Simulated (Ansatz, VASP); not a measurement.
# Two plane-wave programs on CoO

INCAR

```
SYSTEM = CoO
ALGO     = Normal         ! electronic algorithm
EDIFF    = 1E-6           ! SCF threshold, eV
ENCUT    = 520            ! plane-wave cutoff, eV
GGA      = PS             ! functional
ISIF     = 2              ! what is computed and relaxed
ISMEAR   = 0              ! smearing method
ISPIN    = 2              ! spin polarisation
LASPH    = .True.         ! aspherical terms in the spheres
LCHARG   = .False.        ! write CHGCAR
LDAU     = .True.         ! DFT+U
LDAUJ    = 0 0          
LDAUL    = 2 -1           ! shell
LDAUPRINT= 1            
LDAUTYPE = 2            
LDAUU    = 7 0            ! U, eV
LMAXMIX  = 4              ! l up to which the mixer works
LORBIT   = 11             ! projections on sites
LREAL    = .False.        ! projectors in reciprocal space
LWAVE    = .False.        ! write WAVECAR
MAGMOM   = 3 -3 0 0       ! initial moments
NBANDS   = 27             ! bands
NELM     = 150            ! most SCF steps
PREC     = Accurate       ! precision mode
SIGMA    = 0.05           ! smearing width, eV
```

File KPOINTS:

```
k-points
0
Gamma
  8 8 8
  0 0 0
```

POSCAR

```
CoO
1.0
    0.0000000000      3.0160008800      0.0000000000
    3.0160008800      0.0000000000      0.0000000000
    3.0160008800      3.0160008800     -4.2145007200
Co O
2 2
Direct
    0.0000000000      0.0000000000      0.0000000000
    0.0000000000      0.0000000000      0.5000000000
    0.5000000000      0.5000000000      0.5000000000
    0.5000000000      0.5000000000      0.0000000000
```

Input for Ansatz:

```yaml
crystal:
  lattice:
    - [0.0, 3.01600088, 0.0]
    - [3.01600088, 0.0, 0.0]
    - [3.01600088, 3.01600088, -4.21450072]
  atoms:
    - { symbol: Co, position: [0.0, 0.0, 0.0], spin: 3.0 }
    - { symbol: O, position: [0.5, 0.5, 0.5] }
    - { symbol: Co, position: [0.0, 0.0, 0.5], spin: -3.0 }
    - { symbol: O, position: [0.5, 0.5, 0.0] }
basis:
  ecutwfc: 420
  ecutrho_ratio: 4
kpoints:
  mp_grid: { grid: [8, 8, 8] }
hamiltonian:
  xc: pbesol
  hubbard:
    sites: [{ site: 0, l: d, u_eff: 7.0 }, { site: 2, l: d, u_eff: 7.0 }]
scf:
  occupations: { method: gaussian, width: 0.05 }
  lower_state_search: "off"
  max_iter: 150
output:
  forces: true
  stress: true
  eigenvalues: true
  populations: true
  hubbard: { sites: [{ site: 0, l: d }, { site: 2, l: d }] }
magnetization:
  spin_polarized: true
```

Alike in both runs: task single point; functional PBEsol; k mesh 8 × 8 × 8; occupations gaussian, width 0.05 eV; collinear spin; Hubbard terms Co d U = 7.0 eV.

```csv
,VASP,Ansatz
version,VASP 6.6.1,Ansatz 0.2.0
potentials or method,"VASP PAW PBE potentials, release 64 (Co, O), cutoff 520 eV","scalar-relativistic, plane waves, PAW"
valence electrons in the cell,30,46
```

|  | VASP | Ansatz | Ansatz less VASP |
| --- | --- | --- | --- |
| pressure (GPa) | -4.1 | -0.4 | +3.71 |
| net moment per atom (μB) | 0.00 | 0.00 | 0.000 |
| size of the moment on the site where the two differ most (μB) | 2.86 | 2.50 | -0.368 |

VASP's potentials were made for PBE, not for PBEsol. Site moments also hang on the region over which each program counts them. The programs project onto different local orbitals, so the same U acts differently, and such runs can settle in different states. VASP's potentials hold 30 valence electrons a cell and Ansatz's 46, so a difference there can come from the potentials and not from the codes. Ansatz's warnings: filled band counts differ across k points.
